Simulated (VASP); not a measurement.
Set up this calculation in VASP 6.6.1, as the native input.

```
Task                   : single point
Functional             : PBE
Potentials or basis    : VASP PAW PBE potentials, release 64 (Ba_sv, Ti_sv, O)
Cutoff                 : 520 eV
k mesh                 : 6 × 6 × 6
Occupations            : fermi-dirac, width 0.02 eV
Spin                   : no spin polarisation
Dipole correction      : no
Further INCAR settings : ALGO = Normal; EDIFF = 1e-06; NBANDS = 28
```

The structure of BaTiO3 lies in POSCAR:

```
BaTiO3
1.0
    2.8631888323      1.6530628431      2.3565005969
   -2.8631888323      1.6530628431      2.3565005969
    0.0000000000     -3.3061256862      2.3565005968
Ba Ti O
1 1 3
Direct
   -0.0054008432     -0.0054008432     -0.0054008432
    0.4803547412      0.4803547412      0.4803547412
    0.5112004389      0.5112004389      0.0218452243
    0.0218452243      0.5112004389      0.5112004389
    0.5112004389      0.0218452243      0.5112004389
```

The input as run:

INCAR

```
ALGO = Normal
EDIFF = 1E-6
ENCUT = 520
GGA = PE
ISIF = 2
ISMEAR = -1
LASPH = True
LCHARG = False
LREAL = False
LWAVE = False
NBANDS = 28
NELM = 100
PREC = Accurate
SIGMA = 0.02
```

KPOINTS

```
k-points
0
Gamma
  6 6 6
```

Potentials or basis: VASP PAW PBE potentials, release 64 (Ba_sv, Ti_sv, O).

Command:

```sh
$ cat potpaw_PBE.64/Ba_sv/POTCAR potpaw_PBE.64/Ti_sv/POTCAR potpaw_PBE.64/O/POTCAR > POTCAR
$ mpirun -np 1 vasp_std > vasp.out
```

Results of the run:

| Quantity | Value |
| --- | --- |
| Pressure | 1.6 GPa |
| Largest force | 0.090 eV/Å |
| Band gap on the k mesh | 2.59 eV (least direct gap 3.13 eV) |

Caveat: spin-orbit coupling is left out, which moves the levels of the heavy elements.

Wall time 3.2 min on 1 thread of Intel Xeon 8259CL, with other jobs on the host, peak memory 0.21 GiB.
